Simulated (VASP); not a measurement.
Set up this calculation in VASP 6.6.1, as the native input.

* Task: single point
* Functional: PBEsol
* Potentials or basis: VASP PAW PBE potentials, release 64 (K_sv, Br)
* Cutoff: 520 eV
* k mesh: 6 × 6 × 6
* Occupations: gaussian, width 0.01 eV
* Spin: non-collinear spin, zero start, spin-orbit coupling
* Starting moments: [[0.0, 0.0, 0.0], [0.0, 0.0, 0.0]] μB
* Dipole correction: no
* Further INCAR settings: ALGO = Normal; EDIFF = 1e-07; NBANDS = 28

The structure of KBr lies in POSCAR:

```
KBr
1.0
    0.0000000000      3.2745285651      3.2745285651
    3.2745285651      0.0000000000      3.2745285651
    3.2745285651      3.2745285651      0.0000000000
K Br
1 1
Direct
   -0.0015269374     -0.0015269374     -0.0015269374
    0.5000000000      0.5000000000      0.5000000000
```

This cell differs from its parent crystal: -0.01, -0.01] A.

One way to write it, as run:

INCAR

```
ALGO = Normal ; EDIFF = 1E-7
ENCUT = 520 ; GGA = PS
GGA_COMPAT = False ; ISIF = 2
ISMEAR = 0 ; LASPH = True
LCHARG = False ; LORBIT = 11
LORBMOM = True ; LREAL = False
LSORBIT = True ; LWAVE = False
MAGMOM = 0 0 0 0 0 0 ; NBANDS = 28
NELM = 150 ; PREC = Accurate
SIGMA = 0.01
```

KPOINTS

```
k-points
0
Gamma
  6 6 6
```

Potentials or basis: VASP PAW PBE potentials, release 64 (K_sv, Br).

Launch:

```sh
$ cat potpaw_PBE.64/K_sv/POTCAR potpaw_PBE.64/Br/POTCAR > POTCAR
$ mpirun -np 1 vasp_ncl > vasp.out
```

It gave:

- Pressure: 0.1 GPa
- Largest force: 0.021 eV/Å
- Net moment: 0.00 μB per cell
- Valence electrons inside the program's atomic spheres: K 7.55; Br 4.88

Caveat: the cell differs from its parent crystal (-0.01, -0.01] A); the PAW data sets were made with another functional, which shifts forces and pressure a little.

Run time: 2.2 min on 1 thread of Intel(R) Xeon(R) Platinum 8559C (Emerald Rapids), with other jobs on the host, peak memory 0.48 GiB.
